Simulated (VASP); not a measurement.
A run of VASP 6.6.1:

INCAR

```
SYSTEM = Al8N7
PREC     = Accurate       ! precision mode
ENCUT    = 520            ! plane-wave cutoff, eV
EDIFF    = 1E-6           ! SCF threshold, eV
ISMEAR   = 0              ! smearing method
SIGMA    = 0.02           ! smearing width, eV
LREAL    = Auto         
LASPH    = .True.         ! aspherical terms in the spheres
NELM     = 150            ! most SCF steps
ALGO     = Normal         ! electronic algorithm
ISIF     = 2              ! what is computed and relaxed
LWAVE    = .False.        ! write WAVECAR
LCHARG   = .False.        ! write CHGCAR
ISPIN    = 2              ! spin polarisation
MAGMOM   = 0 0 0 0 0 0 0 0 0 0 0 0 0 1 0 ! initial moments
LORBIT   = 11             ! projections on sites
GGA      = PE             ! functional
IBRION   = 2              ! ionic algorithm
NSW      = 80             ! ionic steps
EDIFFG   = -0.03          ! ionic threshold
NELECT   = 61.0         
KPAR     = 2            
NCORE    = 2
```

The input KPOINTS:

```
regular mesh
0
Gamma
  2 2 2
  0 0 0
```

POSCAR

```
Al8N7
1.0
   -3.0810000000     -5.3364490000      0.0000000000
    4.6215000000     -2.6682240000      0.0000000000
    0.0000000000      0.0000000000      5.0310000000
Al N
8 7
Direct
    0.4999999800      0.3333333200      0.0000000000
    0.4999999900      0.6666666600      0.5000000000
    0.2500000200      0.8333333400      0.0000000000
    0.2499999900      0.1666666600      0.5000000000
    0.0000000100      0.3333333400      0.0000000000
    0.0000000300      0.6666666800      0.5000000000
    0.7499999800      0.8333333200      0.0000000000
    0.7499999600      0.1666666400      0.5000000000
    0.4999999800      0.3333333200      0.3820000000
    0.4999999900      0.6666666600      0.8820000000
    0.2500000200      0.8333333400      0.3820000000
    0.2499999900      0.1666666600      0.8820000000
    0.0000000100      0.3333333400      0.3820000000
   -0.2499999500      0.8333333700      1.3820000000
    0.7499999600      0.1666666400      0.8820000000
```

Potentials or basis: VASP PAW PBE potentials, release 64 (Al, N).

The run is started by

```console
$ cat potpaw_PBE.64/Al/POTCAR potpaw_PBE.64/N/POTCAR > POTCAR
$ mpirun -np 4 vasp_std > vasp.out
```

Hardware: 4 MPI ranks on Oxide Virtual Turin-like Processor, on a shared host.

**Question.** Estimate the wall time of this run.

**Answer.** Run time: 21 min on 4 MPI ranks on Oxide Virtual Turin-like Processor, on a shared host, peak memory 0.22 GiB a rank. Counts: scf iterations 313, k points 8, ion steps 27.
